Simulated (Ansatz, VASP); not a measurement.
## Two plane-wave programs on TaAl2

```
Ta Al
1.0
     4.80900    0.00000    0.00000
     0.00000    4.80900    0.00000
     0.00000    0.00000    2.77329
Ta Al
1 2
Direct
  0.00000 0.00000 0.50000
  0.50000 0.00000 0.00000
  0.00000 0.50000 0.00000
```

Alike in both runs: functional PBE; k mesh 10 × 10 × 16; occupations gaussian, width 0.1 eV; no spin polarisation.

Ansatz relaxed the structure, and its values are those at the end. VASP's run is a single point on that final structure, the one shown.

```csv
,VASP,Ansatz
version,VASP 6.6.1,Ansatz 0.2.0
potentials or method,"VASP PAW PBE potentials, release 64 (Ta_pv, Al), cutoff 520 eV","scalar-relativistic, plane waves, PAW"
valence electrons in the cell,17,19
```

```csv
,VASP,Ansatz,Ansatz less VASP
gap on the k mesh at the Fermi level (eV),none,none,-
pressure (GPa),0.0,0.0,-0.03
```

A gap of «none» marks a metal or a gap that the smearing closes. VASP's potentials hold 17 valence electrons a cell and Ansatz's 19, so a difference there can come from the potentials and not from the codes.

Neither program's run includes spin-orbit coupling.
